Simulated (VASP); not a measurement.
W: single point with r2SCAN

W:

```
CELL_PARAMETERS angstrom
-1.58516 1.58516 1.58516
1.58516 -1.58516 1.58516
1.58516 1.58516 -1.58516
ATOMIC_POSITIONS crystal
W 0.00000 0.00000 0.00000
```

| Quantity | Value |
| --- | --- |
| Program | VASP 6.6.1 |
| Task | single point |
| Functional | r2SCAN |
| Potentials or basis | VASP PAW PBE potentials, release 64 (W_sv) |
| Cutoff | 520 eV |
| k mesh | 6 × 6 × 6 |
| Occupations | gaussian, width 0.1 eV |
| Spin | no spin polarisation |

```yaml
Pressure: -1.5 GPa
Band_gap_on_the_k_mesh: zero (band 7 reaches 16.55 eV, above the bottom of band 8 at 9.97 eV)
```

Levels at points of the mesh, in eV from the Fermi level:
| k point | band 4 | band 5 | band 6 | band 7 | band 8 | band 9 | band 10 | band 11 |
| --- | --- | --- | --- | --- | --- | --- | --- | --- |
| (0.00, 0.00, 0.00) | -39.17 | -10.34 | -1.49 | -1.49 | -1.49 | 2.34 | 2.34 | 15.01 |
| (0.50, 0.00, 0.00) | -39.18 | -6.76 | -3.94 | 0.28 | 2.18 | 3.23 | 6.10 | 11.37 |
| (0.50, 0.50, 0.50) | -40.11 | -6.20 | -6.20 | 5.10 | 5.10 | 5.10 | 8.28 | 8.28 |

It took 16 s on 1 thread of Intel(R) Xeon(R) Platinum 8259CL CPU @ 2.50GHz (Skylake/Cascade Lake), with other jobs on the host, peak memory 0.12 GiB.

Caveat: the k points lie up to 0.47 Å⁻¹ apart; the PAW data sets were made with another functional, which shifts forces and pressure a little; spin-orbit coupling is left out, which moves the levels of the heavy elements.
